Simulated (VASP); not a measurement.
A run of VASP 6.6.1:

File INCAR:

```
  PREC = Accurate
  ENCUT = 520
  EDIFF = 1E-7
  ISMEAR = -1
  SIGMA = 0.05
  LREAL = F
  LASPH = T
  NELM = 100
  ALGO = Normal
  ISIF = 2
  LWAVE = F
  LCHARG = T
  GGA = PS
  LELF = T
  LVHAR = T
  NBANDS = 30
```

Contents of KPOINTS:

```
regular mesh
0
Gamma
  5 5 5
```

POSCAR

```
N
1.0
    5.6695751054      0.0000000000      0.0000000000
    0.0000000000      5.6695751054      0.0000000000
    0.0000000000      0.0000000000      5.6695751054
N
8
Direct
    0.0573973300      0.4426026700      0.5573973300
    0.4426026700      0.5573973300      0.0573973300
    0.5573973300      0.0573973300      0.4426026700
    0.9426026700      0.9426026700      0.9426026700
    0.9426026700      0.5573973300      0.4426026700
    0.5573973300      0.4426026700      0.9426026700
    0.4426026700      0.9426026700      0.5573973300
    0.0573973300      0.0573973300      0.0573973300
```

Potentials or basis: VASP PAW PBE potentials, release 64 (N).

The run is started by

```bash
$ cat potpaw_PBE.64/N/POTCAR > POTCAR
$ mpirun -np 1 vasp_std > vasp.out
```

Hardware: 1 thread of Intel Xeon 6975P-C (shared host).

Problem. How long does it take, and how much memory?

Solution. It took 73 s on 1 thread of Intel Xeon 6975P-C, with other jobs on the host, peak memory 0.26 GiB. Counts: scf iterations 15, k points 11.
